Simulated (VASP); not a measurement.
# TaNb3F2 (P4/mmm) in VASP: single point with PBE

Aim: the single point of TaNb3F2 with PBE.

Everything below comes from runs of VASP 6.6.1. Logs are shortened: lines on timing, memory, paths and dates and some standing lists are left out, and cuts for length are marked.

### Step 1. The cell of the first run

The structure is tetragonal, space group P4/mmm (No. 123). Conventional cell: a = 3.092 Å, b = 3.092 Å, c = 11.505 Å, α = 90.00°, β = 90.00°, γ = 90.00°. Ta (site symmetry 4/mmm) has 8 F at 2.66 Å and 4 Ta at 3.09 Å within 3.5 Å. Within 3.8 Å of Nb (site symmetry 4mm) lie 9 Nb at 2.89 to 3.79 Å and 4 F at 3.20 Å. Within 3.8 Å of Nb (site symmetry 4/mmm) lie 12 Nb at 2.89 to 3.09 Å. Within 3.5 Å of F (site symmetry 4mm) lie 4 Ta at 2.66 Å and 5 F at 3.03 to 3.09 Å and 4 Nb at 3.20 Å.

### Step 2. Single point, PBE

The input, INCAR:

```
ALGO = Normal
EDIFF = 1E-6
ENCUT = 520
GGA = PE
ISIF = 2
ISMEAR = 0
LASPH = True
LCHARG = False
LREAL = False
LWAVE = False
NBANDS = 41
NELM = 60
PREC = Accurate
SIGMA = 0.1
```

The input, KPOINTS:

```
k-points
0
Gamma
  6 6 2
```

The input, POSCAR:

```
TaNb3F2
1.0
    3.0917900100      0.0000000000      0.0000000000
    0.0000000000      3.0917900100      0.0000000000
    0.0000000000      0.0000000000     11.5051676800
Ta Nb F
1 3 2
Direct
    0.0000000000      0.0000000000      0.0000000000
    0.0000000000      0.0000000000      0.6647679800
    0.0000000000      0.0000000000      0.3352320200
    0.5000000000      0.5000000000      0.5000000000
    0.5000000000      0.5000000000      0.8681410000
    0.5000000000      0.5000000000      0.1318590000
```

Potentials or basis: VASP PAW PBE potentials, release 64 (Ta_pv, Nb_sv, F).

Run with:

```bash
$ cat potpaw_PBE.64/Ta_pv/POTCAR potpaw_PBE.64/Nb_sv/POTCAR potpaw_PBE.64/F/POTCAR > POTCAR
$ mpirun -np 1 vasp_std > vasp.out
```

OUTCAR:

```text
EDIFF = 1E-6
   ENCUT = 520
   GGA = PE
   ISIF = 2
   ISMEAR = 0
   LASPH = True
   LREAL = False
   NELM = 60
   PREC = Accurate

 ion  position               nearest neighbor table
   1  0.000  0.000  0.000-   5 2.66   6 2.66   5 2.66   6 2.66   5 2.66   6 2.66   5 2.66   6 2.66

   2  0.000  0.000  0.665-   4 2.89   4 2.89   4 2.89   4 2.89
   3  0.000  0.000  0.335-   4 2.89   4 2.89   4 2.89   4 2.89
   4  0.500  0.500  0.500-   2 2.89   3 2.89   2 2.89   3 2.89   2 2.89   3 2.89   2 2.89   3 2.89

   5  0.500  0.500  0.868-   1 2.66   1 2.66   1 2.66   1 2.66
   6  0.500  0.500  0.132-   1 2.66   1 2.66   1 2.66   1 2.66

  LATTYP: Found a simple tetragonal cell.
 ALAT       =     3.0917900100
 C/A-ratio  =     3.7211995778

  Lattice vectors:

 A1 = (   3.0917900100,   0.0000000000,   0.0000000000)
 A2 = (   0.0000000000,   3.0917900100,   0.0000000000)
 A3 = (   0.0000000000,   0.0000000000,  11.5051676800)

Analysis of symmetry for initial positions (statically):
=====================================================================
 Subroutine PRICEL returns:
 Original cell was already a primitive cell.

 Routine SETGRP: Setting up the symmetry group for a
 simple tetragonal supercell.

 Subroutine GETGRP returns: Found 16 space group operations
 (whereof 16 operations were pure point group operations)
 out of a pool of 16 trial point group operations.

The static configuration has the point symmetry D_4h.

Analysis of symmetry for dynamics (positions and initial velocities):
=====================================================================
 Subroutine PRICEL returns:
 Original cell was already a primitive cell.

 Routine SETGRP: Setting up the symmetry group for a
 simple tetragonal supercell.

 Subroutine GETGRP returns: Found 16 space group operations
 (whereof 16 operations were pure point group operations)
 out of a pool of 16 trial point group operations.

The dynamic configuration has the point symmetry D_4h.

 Subroutine INISYM returns: Found 16 space group operations
 (whereof 16 operations are pure point group operations),
 and found     1 'primitive' translations

----------------------------------------------------------------------------------------

                                     Primitive cell

  volume of cell :     109.9798

  direct lattice vectors                    reciprocal lattice vectors
     3.091790010  0.000000000  0.000000000     0.323437231  0.000000000  0.000000000
     0.000000000  3.091790010  0.000000000     0.000000000  0.323437231  0.000000000
     0.000000000  0.000000000 11.505167680     0.000000000  0.000000000  0.086917464

  length of vectors
     3.091790010  3.091790010 11.505167680     0.323437231  0.323437231  0.086917464

  position of ions in fractional coordinates (direct lattice)
     0.000000000  0.000000000  0.000000000
     0.000000000  0.000000000  0.664767980
     0.000000000  0.000000000  0.335232020
     0.500000000  0.500000000  0.500000000
     0.500000000  0.500000000  0.868141000
     0.500000000  0.500000000  0.131859000

  ion indices of the primitive-cell ions
   primitive index   ion index
                 1           1
                 2           2
                 3           3
                 4           4
                 5           5
                 6           6

----------------------------------------------------------------------------------------

 KPOINTS: k-points

Automatic generation of k-mesh.
 Grid dimensions read from file:
 generate k-points for:    6    6    2

 Generating k-lattice:

  Cartesian coordinates                     Fractional coordinates (reciprocal lattice)
     0.053906205  0.000000000  0.000000000     0.166666667  0.000000000  0.000000000
     0.000000000  0.053906205  0.000000000     0.000000000  0.166666667  0.000000000
     0.000000000  0.000000000  0.043458732     0.000000000  0.000000000  0.500000000

  Length of vectors
     0.053906205  0.053906205  0.043458732

  Shift w.r.t. Gamma in fractional coordinates (k-lattice)
     0.000000000  0.000000000  0.000000000

 Subroutine IBZKPT returns following result:
 ===========================================

 Found     20 irreducible k-points:

 Following reciprocal coordinates:
            Coordinates               Weight
  0.000000  0.000000  0.000000      1.000000
  0.166667  0.000000  0.000000      4.000000
  0.333333  0.000000  0.000000      4.000000
  0.500000  0.000000  0.000000      2.000000
  0.166667  0.166667  0.000000      4.000000
  0.333333  0.166667  0.000000      8.000000
[... 12 lines left out ...]
  0.500000  0.333333  0.500000      4.000000
  0.500000  0.500000  0.500000      1.000000
   k-points           NKPTS =     20   k-points in BZ     NKDIM =     20   number of bands    NBANDS=     41
   number of dos      NEDOS =    301   number of ions     NIONS =      6
   total plane-waves  NPLWV =  51840
   dimension x,y,z NGX =    24 NGY =   24 NGZ =   90
   dimension x,y,z NGXF=    48 NGYF=   48 NGZF=  180
   ions per type =               1   3   2
   NGX,Y,Z   is equivalent  to a cutoff of  12.90, 12.90, 13.00 a.u.
   NGXF,Y,Z  is equivalent  to a cutoff of  25.81, 25.81, 26.01 a.u.
 SYSTEM =  unknown system
   PREC   = accura    normal or accurate (medium, high low for compatibility)
   ISTART =      0    job   : 0-new  1-cont  2-samecut
   ICHARG =      2    charge: 1-file 2-atom 10-const
   ISPIN  =      1    spin polarized calculation?
   LNONCOLLINEAR =      F non collinear calculations
   LSORBIT =      F    spin-orbit coupling
   LASPH  =      T    aspherical Exc in radial PAW
   ENCUT  =  520.0 eV  38.22 Ry    6.18 a.u.   5.75  5.75 21.39*2*pi/ulx,y,z
   NELM   =     60;   NELMIN=  2; NELMDL= -5     # of ELM steps
   EDIFF  = 0.1E-05   stopping-criterion for ELM
   LREAL  =      F    real-space projection
   EDIFFG = 0.1E-04   stopping-criterion for IOM
   NSW    =      0    number of steps for IOM
   IBRION =     -1    ionic relax: 0-MD 1-quasi-New 2-CG
   NFREE  =      0    steps in history (QN), initial steepest desc. (CG)
   ISIF   =      2    stress and relaxation
   ISYM   =      2    0-nonsym 1-usesym 2-fastsym
   POTIM  = 0.5000    time-step for ionic-motion
   TEBEG  =    0.0;   TEEND  =   0.0 temperature during run
   PSTRESS=    0.0 pullay stress
   NELECT =      64.0000    total number of electrons
   NUPDOWN=      -1.0000    fix difference up-down
   EMIN   =  10.00;   EMAX   =-10.00  energy-range for DOS
   EFERMI =   0.00;   METHOD = LEGACY
   ISMEAR =     0;   SIGMA  =   0.10  broadening in eV -4-tet -1-fermi 0-gaus
   EFERMI_NEDOS =   21; number of points for ismear=-14 and -15
   IALGO  =     38    algorithm
   IMIX   =      4    mixing-type and parameters
     AMIX     =   0.40;   BMIX     =  1.00
     AMIX_MAG =   1.60;   BMIX_MAG =  1.00
  volume/ion in A,a.u.               =      18.33       123.70
  Fermi-wavevector in a.u.,A,eV,Ry     =   1.366775  2.582831 25.416706  1.868075
  Thomas-Fermi vector in A             =   2.492886
   LORBIT       =      0    0 simple, 1 ext, 2 COOP (PROOUT), +10 PAW based schemes
   GGA     = PE    functional components
   LHFCALC =     F    Hartree Fock is set to
   AEXX    =    0.0000 exact exchange contribution
   IVDW    =     0    specifies the selected vdW correction
   LEPSILON=     F    determine dielectric tensor
   LRPA    =     F    only Hartree local field effects (RPA)
 non-spin polarized calculation
 Gauss-broadening in eV      SIGMA  =   0.10
  energy-cutoff  :      520.00
  volume of cell :      109.98
 maximum number of plane-waves:      2992
 NGX is ok and might be reduce to    24
   NGX = 11   NGY = 11   NGZ = 43

 number of electron      64.0000012 magnetization

 Free energy of the ion-electron system (eV)
  ---------------------------------------------------
  ext. energy  EPLUGINS =         0.00000000
  ---------------------------------------------------
  free energy    TOTEN  =       -45.98677588 eV

  energy without entropy =      -45.93338305  energy(sigma->0) =      -45.96007947

 E-fermi :   7.0338     XC(G=0): -11.0138

 val. band max:        7.0269861807   @ k =   0.5000   0.0000   0.0000
 cond. band min:       7.0343792892   @ k =   0.3333   0.1667   0.0000
 fundamental gap:      0.0073931085
 Fermi energy:         7.0337656733

 k-point     1 :       0.0000    0.0000    0.0000
  band No.  band energies     occupation
      1     -48.1181      2.00000
      2     -48.0905      2.00000
      3     -47.5085      2.00000
      4     -29.1082      2.00000
      5     -28.8170      2.00000
      6     -28.8170      2.00000
[... 33 lines left out ...]
     40       9.0495      0.00000
     41       9.7761      0.00000

 k-point     2 :       0.1667    0.0000    0.0000
  band No.  band energies     occupation
      1     -48.1014      2.00000
      2     -48.0800      2.00000
      3     -47.5044      2.00000
      4     -29.0972      2.00000
      5     -28.9118      2.00000
      6     -28.8092      2.00000
[... 33 lines left out ...]
     40       9.1523      0.00000
     41       9.2805      0.00000

 k-point     3 :       0.3333    0.0000    0.0000
  band No.  band energies     occupation
      1     -48.0675      2.00000
      2     -48.0589      2.00000
      3     -47.4966      2.00000
      4     -29.0968      2.00000
      5     -29.0750      2.00000
      6     -28.7935      2.00000
[... 33 lines left out ...]
     40       8.4909      0.00000
     41       8.7102      0.00000

 k-point     4 :       0.5000    0.0000    0.0000
  band No.  band energies     occupation
      1     -48.0501      2.00000
      2     -48.0483      2.00000
      3     -47.4930      2.00000
      4     -29.1872      2.00000
      5     -29.0639      2.00000
      6     -28.7857      2.00000
[... 649 lines left out ...]
     40       8.6615      0.00000
     41       9.4460      0.00000

 k-point    19 :       0.5000    0.3333    0.5000
  band No.  band energies     occupation
      1     -48.0193      2.00000
      2     -48.0178      2.00000
      3     -47.4609      2.00000
      4     -29.1490      2.00000
      5     -29.0504      2.00000
      6     -29.0372      2.00000
[... 33 lines left out ...]
     40       9.5265      0.00000
     41       9.5595      0.00000

 k-point    20 :       0.5000    0.5000    0.5000
  band No.  band energies     occupation
      1     -48.0090      2.00000
      2     -48.0076      2.00000
      3     -47.4502      2.00000
      4     -29.1361      2.00000
      5     -29.1361      2.00000
      6     -29.0282      2.00000
[... 33 lines left out ...]
     40      11.2314      0.00000
     41      11.2523      0.00000

------------------------ aborting loop because EDIFF is reached ----------------------------------------

  FORCE on cell =-STRESS in cart. coord.  units (eV):
  Direction    XX          YY          ZZ          XY          YZ          ZX
  --------------------------------------------------------------------------------------
  -------------------------------------------------------------------------------------
  Total       -7.3822928     -7.3822928     -8.9690889      0.0000000      0.0000000      0.0000000
  in kB     -107.5446767   -107.5446767   -130.6610002      0.0000000      0.0000000      0.0000000
  external PRESSURE =    -115.2501178 kB  Pullay stress =       0.0000000 kB

 VOLUME and BASIS-vectors are now :
 -----------------------------------------------------------------------------
  energy-cutoff  :      520.00
  volume of cell :      109.98
      direct lattice vectors                 reciprocal lattice vectors
     3.091790010  0.000000000  0.000000000     0.323437231  0.000000000  0.000000000
     0.000000000  3.091790010  0.000000000     0.000000000  0.323437231  0.000000000
     0.000000000  0.000000000 11.505167680     0.000000000  0.000000000  0.086917464

 POSITION                                       TOTAL-FORCE (eV/Angst)
 -----------------------------------------------------------------------------------
      0.00000      0.00000      0.00000        -0.000000     -0.000000      0.000000
      0.00000      0.00000      7.64827        -0.000000     -0.000000     -0.585926
      0.00000      0.00000      3.85690        -0.000000     -0.000000      0.585926
      1.54590      1.54590      5.75258        -0.000000     -0.000000      0.000000
      1.54590      1.54590      9.98811        -0.000000      0.000000      0.676733
      1.54590      1.54590      1.51706         0.000000     -0.000000     -0.676733
 -----------------------------------------------------------------------------------
    total drift:                                0.000000     -0.000000      0.000000

  FREE ENERGIE OF THE ION-ELECTRON SYSTEM (eV)
  ---------------------------------------------------
  free  energy   TOTEN  =       -45.9867758816 eV

  energy  without entropy=      -45.9333830513  energy(sigma->0) =      -45.96007947
```

Run time: 2.8 min. Hardware: 1 thread of AMD EPYC 7R43 (Zen 3), shared host; peak memory 0.22 GiB.

Results:

- Free energy: -45.9868 eV
- Pressure: -11.5 GPa
- Largest force: 0.677 eV/Å
- Band gap on the k mesh: zero (band 32 reaches 7.33 eV, above the bottom of band 33 at 6.83 eV)

Forces on the atoms (eV/Å):
```
Ta   0.000  0.000  0.000
Nb   0.000  0.000 -0.586
Nb   0.000  0.000  0.586
Nb   0.000  0.000  0.000
F    0.000  0.000  0.677
F    0.000  0.000 -0.677
```

Caveat: spin-orbit coupling is left out, which moves the levels of the heavy elements.
